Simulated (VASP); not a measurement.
Write the native input for VASP 6.6.1 that does the following.

- Task: relaxation of shape and atoms at fixed volume
- Functional: PBEsol
- Potentials or basis: VASP PAW PBE potentials, release 64 (Cu)
- Cutoff: 600 eV
- k mesh: 18 × 18 × 10
- Occupations: fermi-dirac, width 0.15 eV
- Spin: no spin polarisation
- Dipole correction: no
- Further INCAR settings: ALGO = Normal; EDIFF = 1e-06; IBRION = 2; EDIFFG = -0.001; NSW = 80; ISIF = 4

The structure of Cu lies in POSCAR:

```
Cu
1.0
    2.5340157984      0.0000000000      0.0000000000
   -1.2670078992      2.1945220550      0.0000000000
    0.0000000000      0.0000000000      4.1565097327
Cu
2
Direct
    0.3333333333      0.6666666667      0.2500000000
    0.6666666667      0.3333333333      0.7500000000
```

This isn't the form of Cu at room conditions, which is fcc.

The input as run:

INCAR

```
ALGO = Normal
EDIFF = 1E-6
EDIFFG = -0.001
ENCUT = 600
GGA = PS
IBRION = 2
ISIF = 4
ISMEAR = -1
LASPH = T
LCHARG = F
LREAL = F
LWAVE = F
NELM = 100
NSW = 80
PREC = Accurate
SIGMA = 0.15
```

KPOINTS

```
k-points
0
Gamma
  18 18 10
```

Potentials or basis: VASP PAW PBE potentials, release 64 (Cu).

Launch:

```console
$ cat potpaw_PBE.64/Cu/POTCAR > POTCAR
$ mpirun -np 1 vasp_std > vasp.out
```

Results of the run:

```json
{
  "Pressure after relaxing": "-2.4 GPa",
  "Band gap on the k mesh": "zero (bands 11 and 12 overlap by 6.07 eV)"
}
```

Caveat: the PAW data sets were made with another functional, which shifts forces and pressure a little.

Run time: 69 s on 1 thread of Intel Xeon 8259CL (shared host), peak memory 0.2 GiB.
